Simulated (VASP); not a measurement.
# NaI (Pm-3m) in VASP: notebook

NaI is run at these levels: PBEsol; tasks: single point.

Program: VASP 6.6.1. These are calculated values, not measurements. Logs are shortened: lines on timing, memory, paths and dates and some standing lists are left out, and cuts for length are marked.

**1. The cell of the first run**

Symmetry: Pm-3m, No. 221, cubic system. Conventional cell: a = 3.819 Å, b = 3.819 Å, c = 3.819 Å, α = 90.00°, β = 90.00°, γ = 90.00°. Within 4.3 Å of Na (site symmetry m-3m) lie 8 I at 3.31 Å and 6 Na at 3.82 Å. Within 4.3 Å of I (site symmetry m-3m) lie 8 Na at 3.31 Å and 6 I at 3.82 Å.

**2. Single point, PBEsol (Cl replaced by I, lengths x 1.083, strained)**

INCAR reads:

```
SYSTEM = NaI
PREC = Accurate ; ENCUT = 520
EDIFF = 1E-7 ; ISMEAR = 0
SIGMA = 0.02 ; LREAL = .FALSE.
LASPH = .TRUE. ; NELM = 100
ALGO = Normal ; ISIF = 2
LWAVE = .FALSE. ; LCHARG = .FALSE.
GGA = PS ; NBANDS = 14
```

KPOINTS reads:

```
regular mesh
0
G
  8 8 8
  0 0 0
```

POSCAR reads:

```
NaI
1.0
    3.8191841678      0.0000000000      0.0000000000
    0.0000000000      3.8191841678      0.0000000000
    0.0000000000      0.0000000000      3.8191841678
Na I
1 1
Direct
    0.0000000000      0.0000000000      0.0000000000
    0.5000000000      0.5000000000      0.5000000000
```

Potentials or basis: VASP PAW PBE potentials, release 64 (Na_pv, I).

Run with:

```console
> cat potpaw_PBE.64/Na_pv/POTCAR potpaw_PBE.64/I/POTCAR > POTCAR
> mpirun -np 1 vasp_std > vasp.out
```

OUTCAR:

```text
SYSTEM = NaI
   PREC = Accurate
   ENCUT = 520
   EDIFF = 1E-7
   ISMEAR = 0
   LREAL = .FALSE.
   LASPH = .TRUE.
   NELM = 100
   ISIF = 2
   GGA = PS

 ion  position               nearest neighbor table
   1  0.000  0.000  0.000-
   2  0.500  0.500  0.500-

  LATTYP: Found a simple cubic cell.
 ALAT       =     3.8191841678

  Lattice vectors:

 A1 = (   3.8191841678,   0.0000000000,   0.0000000000)
 A2 = (   0.0000000000,   3.8191841678,   0.0000000000)
 A3 = (   0.0000000000,   0.0000000000,   3.8191841678)

Analysis of symmetry for initial positions (statically):
=====================================================================
 Subroutine PRICEL returns:
 Original cell was already a primitive cell.

 Routine SETGRP: Setting up the symmetry group for a
 simple cubic supercell.

 Subroutine GETGRP returns: Found 48 space group operations
 (whereof 48 operations were pure point group operations)
 out of a pool of 48 trial point group operations.

The static configuration has the point symmetry O_h .

Analysis of symmetry for dynamics (positions and initial velocities):
=====================================================================
 Subroutine PRICEL returns:
 Original cell was already a primitive cell.

 Routine SETGRP: Setting up the symmetry group for a
 simple cubic supercell.

 Subroutine GETGRP returns: Found 48 space group operations
 (whereof 48 operations were pure point group operations)
 out of a pool of 48 trial point group operations.

The dynamic configuration has the point symmetry O_h .

 Subroutine INISYM returns: Found 48 space group operations
 (whereof 48 operations are pure point group operations),
 and found     1 'primitive' translations

----------------------------------------------------------------------------------------

                                     Primitive cell

  volume of cell :      55.7073

  direct lattice vectors                    reciprocal lattice vectors
     3.819184168  0.000000000  0.000000000     0.261836025  0.000000000  0.000000000
     0.000000000  3.819184168  0.000000000     0.000000000  0.261836025  0.000000000
     0.000000000  0.000000000  3.819184168     0.000000000  0.000000000  0.261836025

  length of vectors
     3.819184168  3.819184168  3.819184168     0.261836025  0.261836025  0.261836025

  position of ions in fractional coordinates (direct lattice)
     0.000000000  0.000000000  0.000000000
     0.500000000  0.500000000  0.500000000

  ion indices of the primitive-cell ions
   primitive index   ion index
                 1           1
                 2           2

----------------------------------------------------------------------------------------

 KPOINTS: regular mesh

Automatic generation of k-mesh.
 Grid dimensions read from file:
 generate k-points for:    8    8    8

 Generating k-lattice:

  Cartesian coordinates                     Fractional coordinates (reciprocal lattice)
     0.032729503  0.000000000  0.000000000     0.125000000  0.000000000  0.000000000
     0.000000000  0.032729503  0.000000000     0.000000000  0.125000000  0.000000000
     0.000000000  0.000000000  0.032729503     0.000000000  0.000000000  0.125000000

  Length of vectors
     0.032729503  0.032729503  0.032729503

  Shift w.r.t. Gamma in fractional coordinates (k-lattice)
     0.000000000  0.000000000  0.000000000

 Subroutine IBZKPT returns following result:
 ===========================================

 Found     35 irreducible k-points:

 Following reciprocal coordinates:
            Coordinates               Weight
  0.000000  0.000000  0.000000      1.000000
  0.125000  0.000000  0.000000      6.000000
  0.250000  0.000000  0.000000      6.000000
  0.375000  0.000000  0.000000      6.000000
  0.500000  0.000000  0.000000      3.000000
  0.125000  0.125000  0.000000     12.000000
[... 16 lines left out ...]
  0.375000  0.375000  0.125000     24.000000
  0.500000  0.375000  0.125000     24.000000
 [... further k-points ...]
   k-points           NKPTS =     35   k-points in BZ     NKDIM =     35   number of bands    NBANDS=     14
   number of dos      NEDOS =    301   number of ions     NIONS =      2
   total plane-waves  NPLWV =  21952
   dimension x,y,z NGX =    28 NGY =   28 NGZ =   28
   dimension x,y,z NGXF=    56 NGYF=   56 NGZF=   56
   ions per type =               1   1
   NGX,Y,Z   is equivalent  to a cutoff of  12.19, 12.19, 12.19 a.u.
   NGXF,Y,Z  is equivalent  to a cutoff of  24.38, 24.38, 24.38 a.u.
 SYSTEM =  NaI
   PREC   = accura    normal or accurate (medium, high low for compatibility)
   ISTART =      0    job   : 0-new  1-cont  2-samecut
   ICHARG =      2    charge: 1-file 2-atom 10-const
   ISPIN  =      1    spin polarized calculation?
   LNONCOLLINEAR =      F non collinear calculations
   LSORBIT =      F    spin-orbit coupling
   LASPH  =      T    aspherical Exc in radial PAW
   ENCUT  =  520.0 eV  38.22 Ry    6.18 a.u.   7.10  7.10  7.10*2*pi/ulx,y,z
   NELM   =    100;   NELMIN=  2; NELMDL= -5     # of ELM steps
   EDIFF  = 0.1E-06   stopping-criterion for ELM
   LREAL  =      F    real-space projection
   EDIFFG = 0.1E-05   stopping-criterion for IOM
   NSW    =      0    number of steps for IOM
   IBRION =     -1    ionic relax: 0-MD 1-quasi-New 2-CG
   NFREE  =      0    steps in history (QN), initial steepest desc. (CG)
   ISIF   =      2    stress and relaxation
   ISYM   =      2    0-nonsym 1-usesym 2-fastsym
   POTIM  = 0.5000    time-step for ionic-motion
   TEBEG  =    0.0;   TEEND  =   0.0 temperature during run
   PSTRESS=    0.0 pullay stress
   NELECT =      14.0000    total number of electrons
   NUPDOWN=      -1.0000    fix difference up-down
   EMIN   =  10.00;   EMAX   =-10.00  energy-range for DOS
   EFERMI =   0.00;   METHOD = LEGACY
   ISMEAR =     0;   SIGMA  =   0.02  broadening in eV -4-tet -1-fermi 0-gaus
   EFERMI_NEDOS =   21; number of points for ismear=-14 and -15
   IALGO  =     38    algorithm
   IMIX   =      4    mixing-type and parameters
     AMIX     =   0.40;   BMIX     =  1.00
     AMIX_MAG =   1.60;   BMIX_MAG =  1.00
  volume/ion in A,a.u.               =      27.85       187.97
  Fermi-wavevector in a.u.,A,eV,Ry     =   1.033111  1.952296 14.521742  1.067318
  Thomas-Fermi vector in A             =   2.167342
   LORBIT       =      0    0 simple, 1 ext, 2 COOP (PROOUT), +10 PAW based schemes
   GGA     = PS    functional components
   LHFCALC =     F    Hartree Fock is set to
   AEXX    =    0.0000 exact exchange contribution
   IVDW    =     0    specifies the selected vdW correction
   LEPSILON=     F    determine dielectric tensor
   LRPA    =     F    only Hartree local field effects (RPA)
 non-spin polarized calculation
 Gauss-broadening in eV      SIGMA  =   0.02
  energy-cutoff  :      520.00
  volume of cell :       55.71
 maximum number of plane-waves:      1516
   NGX = 15   NGY = 15   NGZ = 15

 number of electron      14.0000000 magnetization

 Free energy of the ion-electron system (eV)
  ---------------------------------------------------
  ext. energy  EPLUGINS =         0.00000000
  ---------------------------------------------------
  free energy    TOTEN  =        -5.32497935 eV

  energy without entropy =       -5.32497935  energy(sigma->0) =       -5.32497935

 E-fermi :   3.5355     XC(G=0):  -8.6917

 val. band max:        3.4018670110   @ k =   0.5000   0.5000   0.0000
 cond. band min:       5.7083380378   @ k =   0.5000   0.5000   0.0000
 fundamental gap:      2.3064710267
 Fermi energy:         3.5355443409

 k-point     1 :       0.0000    0.0000    0.0000
  band No.  band energies     occupation
      1     -20.1465      2.00000
      2     -20.1465      2.00000
      3     -20.1465      2.00000
      4      -9.2411      2.00000
      5       2.5011      2.00000
      6       2.5011      2.00000
      7       2.5011      2.00000
      8       5.8849      0.00000
      9       8.4399      0.00000
     10       8.4399      0.00000
     11      15.5291      0.00000
     12      15.5294      0.00000
     13      15.5312      0.00000
     14      15.7725      0.00000

 k-point     2 :       0.1250    0.0000    0.0000
  band No.  band energies     occupation
      1     -20.1492      2.00000
      2     -20.1463      2.00000
      3     -20.1463      2.00000
      4      -9.1733      2.00000
      5       1.7242      2.00000
      6       2.5594      2.00000
      7       2.5594      2.00000
      8       6.3811      0.00000
      9       8.5821      0.00000
     10       9.1367      0.00000
     11      14.0793      0.00000
     12      14.0793      0.00000
     13      14.8367      0.00000
     14      15.8933      0.00000

 k-point     3 :       0.2500    0.0000    0.0000
  band No.  band energies     occupation
      1     -20.1556      2.00000
      2     -20.1456      2.00000
      3     -20.1456      2.00000
      4      -8.9993      2.00000
      5       0.4441      2.00000
      6       2.7080      2.00000
      7       2.7080      2.00000
      8       7.0801      0.00000
      9       8.9993      0.00000
     10      10.6138      0.00000
     11      12.6595      0.00000
     12      12.6595      0.00000
     13      14.0696      0.00000
     14      14.2196      0.00000
[... 324 lines left out ...]
 k-point    23 :       0.3750    0.3750    0.1250
  band No.  band energies     occupation
      1     -20.1591      2.00000
      2     -20.1586      2.00000
      3     -20.1461      2.00000
      4      -8.3717      2.00000
      5       0.1618      2.00000
      6       0.3019      2.00000
      7       2.6674      2.00000
      8       6.7076      0.00000
      9       9.8295      0.00000
     10      10.4220      0.00000
     11      11.3543      0.00000
     12      14.1831      0.00000
     13      14.3106      0.00000
     14      15.1051      0.00000

 k-point    24 :       0.5000    0.3750    0.1250
  band No.  band energies     occupation
      1     -20.1613      2.00000
      2     -20.1584      2.00000
      3     -20.1458      2.00000
      4      -8.2984      2.00000
      5      -0.1018      2.00000
      6       0.3743      2.00000
      7       2.7541      2.00000
      8       6.2881      0.00000
      9       9.9928      0.00000
     10      10.2505      0.00000
     11      11.4355      0.00000
     12      14.1608      0.00000
     13      14.4602      0.00000
     14      14.6265      0.00000

 [... further k-points ...]
[... 5 lines left out ...]
  --------------------------------------------------------------------------------------
  -------------------------------------------------------------------------------------
  Total        1.1750572      1.1750572      1.1750572     -0.0000000     -0.0000000      0.0000000
  in kB       33.7954139     33.7954139     33.7954139     -0.0000000     -0.0000000      0.0000000
  external PRESSURE =      33.7954139 kB  Pullay stress =       0.0000000 kB

 VOLUME and BASIS-vectors are now :
 -----------------------------------------------------------------------------
  energy-cutoff  :      520.00
  volume of cell :       55.71
      direct lattice vectors                 reciprocal lattice vectors
     3.819184168  0.000000000  0.000000000     0.261836025  0.000000000  0.000000000
     0.000000000  3.819184168  0.000000000     0.000000000  0.261836025  0.000000000
     0.000000000  0.000000000  3.819184168     0.000000000  0.000000000  0.261836025

 POSITION                                       TOTAL-FORCE (eV/Angst)
 -----------------------------------------------------------------------------------
      0.00000      0.00000      0.00000         0.000000      0.000000      0.000000
      1.90959      1.90959      1.90959         0.000000      0.000000      0.000000
 -----------------------------------------------------------------------------------
    total drift:                               -0.000000      0.000000      0.000000

  FREE ENERGIE OF THE ION-ELECTRON SYSTEM (eV)
  ---------------------------------------------------
  free  energy   TOTEN  =        -5.3249793505 eV

  energy  without entropy=       -5.3249793505  energy(sigma->0) =       -5.32497935
```

It took 13 s on 1 thread of Intel Xeon Platinum 8488C (Sapphire Rapids), shared host; peak memory 0.16 GiB.

Results:

```yaml
Free_energy: -5.3250 eV
Pressure: 3.4 GPa
Band_gap_on_the_k_mesh: 2.31 eV, direct
```

Levels at points of the mesh, in eV from the valence-band top:
| k point | band 4 | band 5 | band 6 | band 7 | band 8 | band 9 | band 10 | band 11 |
| --- | --- | --- | --- | --- | --- | --- | --- | --- |
| (0.00, 0.00, 0.00) | -12.64 | -0.90 | -0.90 | -0.90 | 2.48 | 5.04 | 5.04 | 12.13 |
| (0.50, 0.00, 0.00) | -12.12 | -4.28 | -0.46 | -0.46 | 4.72 | 6.70 | 7.04 | 7.95 |
| (0.50, 0.50, 0.00) | -11.69 | -3.43 | -3.43 | 0.00 | 2.31 | 7.02 | 8.70 | 8.70 |
| (0.50, 0.50, 0.50) | -11.25 | -2.81 | -2.81 | -2.81 | 3.69 | 3.69 | 3.69 | 6.99 |

Caveat: the cell differs from its parent crystal (Cl replaced by I, lengths x 1.083, strained); the PAW data sets were made with another functional, which shifts forces and pressure a little; spin-orbit coupling is left out, which moves the levels of the heavy elements. A k mesh can miss the band edges.

**3. Single point, PBEsol (Cl replaced by I, lengths x 1.083, strained)**

INCAR reads:

```
  PREC = Accurate
  ENCUT = 500
  EDIFF = 1E-6
  ISMEAR = 0
  SIGMA = 0.1
  LREAL = F
  LASPH = T
  NELM = 120
  ALGO = Normal
  ISIF = 2
  LWAVE = F
  LCHARG = T
  GGA = PS
  LELF = T
  LVHAR = T
  NBANDS = 14
  GGA_COMPAT = F
```

KPOINTS reads:

```
regular mesh
0
Gamma
  6 6 6
```

POSCAR is that of step 2.

Potentials or basis: VASP PAW PBE potentials, release 64 (Na_pv, I).

Run with:

```console
> cat potpaw_PBE.64/Na_pv/POTCAR potpaw_PBE.64/I/POTCAR > POTCAR
> mpirun -np 1 vasp_std > vasp.out
```

Run time: 7.9 s. Hardware: 1 thread of AMD EPYC 9R45 (Zen 5), shared host; peak memory 0.13 GiB.

It converged, with:

```yaml
Free_energy: -5.3217 eV
Pressure: 3.4 GPa
Band_gap_on_the_k_mesh: 2.30 eV, direct
```

Levels at points of the mesh, in eV from the valence-band top:
```tsv
k point	band 3	band 4	band 5	band 6	band 7	band 8	band 9	band 10	band 11	band 12
(0.00, 0.00, 0.00)	-23.55	-12.64	-0.90	-0.90	-0.90	2.48	5.04	5.04	12.13	12.13
(0.50, 0.00, 0.00)	-23.55	-12.12	-4.28	-0.46	-0.46	4.72	6.70	7.04	7.95	7.95
(0.50, 0.50, 0.00)	-23.55	-11.69	-3.43	-3.43	0.00	2.30	7.02	8.70	8.70	8.88
(0.50, 0.50, 0.50)	-23.57	-11.25	-2.81	-2.81	-2.81	3.69	3.69	3.69	6.99	15.00
```

Caveat: the cell differs from its parent crystal (Cl replaced by I, lengths x 1.083, strained); the PAW data sets were made with another functional, which shifts forces and pressure a little; spin-orbit coupling is left out, which moves the levels of the heavy elements.
